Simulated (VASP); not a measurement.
Set up this calculation in VASP 6.6.1, as the native input.

| Property | Result |
| --- | --- |
| Task | single point |
| Functional | PBE |
| Potentials or basis | VASP PAW PBE potentials, release 64 (Au) |
| Cutoff | 520 eV |
| k mesh | 10 × 10 × 10 |
| Occupations | gaussian, width 0.15 eV |
| Spin | no spin polarisation |
| Dipole correction | no |
| Further INCAR settings | ALGO = Fast; EDIFF = 1e-06; NBANDS = 54 |

The structure of Au lies in POSCAR:

```
Au
1.0
   -4.0910000000     -4.0910000000      0.0000000000
    0.0000000000     -4.0910000000      4.0910000000
   -4.0910000000      0.0000000000      4.0910000000
Au
8
Direct
    0.4870366638      0.0000000000      0.0000000000
    0.0000000000      0.0000000000      0.0000000000
    0.5000000000      0.5000000000      0.0000000000
    0.0000000000      0.5000000000      0.0000000000
    0.5000000000      0.0000000000      0.5000000000
    0.0000000000      0.0000000000      0.5000000000
    0.5000000000      0.5000000000      0.5000000000
    0.0000000000      0.5000000000      0.5000000000
```

This cell differs from its parent crystal: atom 1 (Au) moved +0.075 Å towards its neighbour atom 2 (Au) at 2.893 Å.

These files were run (other wordings do the same):

INCAR

```
SYSTEM = Au
PREC     = Accurate       ! precision mode
ENCUT    = 520            ! plane-wave cutoff, eV
EDIFF    = 1E-6           ! SCF threshold, eV
ISMEAR   = 0              ! smearing method
SIGMA    = 0.15           ! smearing width, eV
LREAL    = .FALSE.        ! projectors in reciprocal space
LASPH    = .TRUE.         ! aspherical terms in the spheres
NELM     = 80             ! most SCF steps
ALGO     = Fast           ! electronic algorithm
ISIF     = 2              ! what is computed and relaxed
LWAVE    = .FALSE.        ! write WAVECAR
LCHARG   = .FALSE.        ! write CHGCAR
GGA      = PE             ! functional
NBANDS   = 54             ! bands
```

KPOINTS

```
regular mesh
0
G
  10 10 10
  0 0 0
```

Potentials or basis: VASP PAW PBE potentials, release 64 (Au).

The run is started by

```bash
$ cat potpaw_PBE.64/Au/POTCAR > POTCAR
$ mpirun -np 1 vasp_std > vasp.out
```

Results of the run:

* Pressure: 7.7 GPa
* Largest force: 0.567 eV/Å
* Band gap on the k mesh: zero (bands 44 and 45 overlap by 1.93 eV)

Caveat: the cell differs from its parent crystal (atom 1 (Au) moved +0.075 Å towards its neighbour atom 2 (Au) at 2.893 Å); the cell stands under pressure; spin-orbit coupling is left out, which moves the levels of the heavy elements.

Run time: 41 min on 1 thread of Oxide Virtual Turin-like Processor, with other jobs on the host, peak memory 0.89 GiB.
